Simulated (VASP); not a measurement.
## Ag: single point with PBE

Crystal: Ag.

```
Ag
1.0
    -1.65565    1.65565    1.65565
     1.65565   -1.65565    1.65565
     1.65565    1.65565   -1.65565
Ag
1
Direct
  0.00000 0.00000 0.00000
```

| Item | Value |
| --- | --- |
| Program | VASP 6.6.1 |
| Task | single point |
| Functional | PBE |
| Potentials or basis | VASP PAW PBE potentials, release 64 (Ag) |
| Cutoff | 520 eV |
| k mesh | 8 × 8 × 8 |
| Occupations | gaussian, width 0.1 eV |
| Spin | no spin polarisation |
| Dipole correction | no |
| Further INCAR settings | ALGO = Normal; EDIFF = 1e-06; NBANDS = 12 |

```
Pressure : -0.9 GPa
```

Levels at points of the mesh, in eV from the Fermi level:
```tsv
k point	band 2	band 3	band 4	band 5	band 6	band 7	band 8	band 9
(0.00, 0.00, 0.00)	-4.87	-4.87	-4.87	-3.67	-3.67	17.58	17.58	17.58
(0.50, 0.00, 0.00)	-5.57	-3.72	-3.56	-2.76	-0.08	3.64	12.95	13.78
(0.50, 0.50, 0.50)	-6.15	-2.98	-2.98	-2.98	6.57	6.57	6.57	11.81
```

Run time: 4.9 s on 1 thread of Intel Xeon 8259CL (shared host), peak memory 0.14 GiB.
